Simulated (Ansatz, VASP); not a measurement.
**BaS in VASP and in Ansatz**

The input INCAR:

```
PREC = Accurate
ENCUT = 520
EDIFF = 1E-6
ISMEAR = 0
SIGMA = 0.05
LREAL = False
LASPH = True
NELM = 80
ALGO = Normal
ISIF = 2
LWAVE = False
LCHARG = False
GGA = PE
NBANDS = 42
```

KPOINTS

```
regular mesh
0
Gamma
  4 4 7
```

File POSCAR:

```
BaS
1.0
    7.6822994430      0.0000000000      0.0000000000
    0.0000000000      7.6822994430      0.0000000000
    0.0000000000      0.0000000000      3.8411497215
Ba S
4 4
Direct
    0.0000000000      0.0000000000      0.0000000000
    0.0000000000      0.5000000000      0.0000000000
    0.5000000000      0.0000000000      0.0000000000
    0.5000000000      0.5000000000      0.0000000000
    0.2500000000      0.2500000000      0.5000000000
    0.2500000000      0.7500000000      0.5000000000
    0.7500000000      0.2500000000      0.5000000000
    0.7500000000      0.7500000000      0.5000000000
```

Input for Ansatz:

```yaml
crystal:
  lattice:
    - [7.682299443, 0.0, 0.0]
    - [0.0, 7.682299443, 0.0]
    - [0.0, 0.0, 3.8411497215]
  atoms:
    - { symbol: Ba, position: [0.0, 0.0, 0.0] }
    - { symbol: S, position: [0.25, 0.25, 0.5] }
    - { symbol: Ba, position: [0.0, 0.5, 0.0] }
    - { symbol: S, position: [0.25, 0.75, 0.5] }
    - { symbol: Ba, position: [0.5, 0.0, 0.0] }
    - { symbol: S, position: [0.75, 0.25, 0.5] }
    - { symbol: Ba, position: [0.5, 0.5, 0.0] }
    - { symbol: S, position: [0.75, 0.75, 0.5] }
basis:
  ecutwfc: 420
  ecutrho_ratio: 4
kpoints:
  mp_grid: { grid: [4, 4, 7] }
hamiltonian:
  xc: pbe
scf:
  occupations: { method: gaussian, width: 0.05 }
output:
  forces: true
  stress: true
  eigenvalues: true
```

Alike in both runs: task single point; functional PBE; k mesh 4 × 4 × 7; occupations gaussian, width 0.05 eV; no spin polarisation.

|  | VASP | Ansatz |
| --- | --- | --- |
| version | VASP 6.6.1 | Ansatz 0.2.0 |
| potentials or method | VASP PAW PBE potentials, release 64 (Ba_sv, S), cutoff 520 eV | scalar-relativistic, plane waves, PAW |
| valence electrons in the cell | 64 | 64 |

Ansatz gave:

```
gap on the k mesh at the Fermi level (eV) : 1.57
least direct gap on the mesh (eV)         : 1.57
pressure (GPa)                            : 0.0
```

Question: Which values does VASP return?

Answer: gap on the k mesh at the Fermi level (eV): 1.45; least direct gap on the mesh (eV): 1.45; pressure (GPa): 0.9.

The functional is the same, so the differences come from potentials, cutoffs and numerics.

Spin-orbit coupling is off throughout.
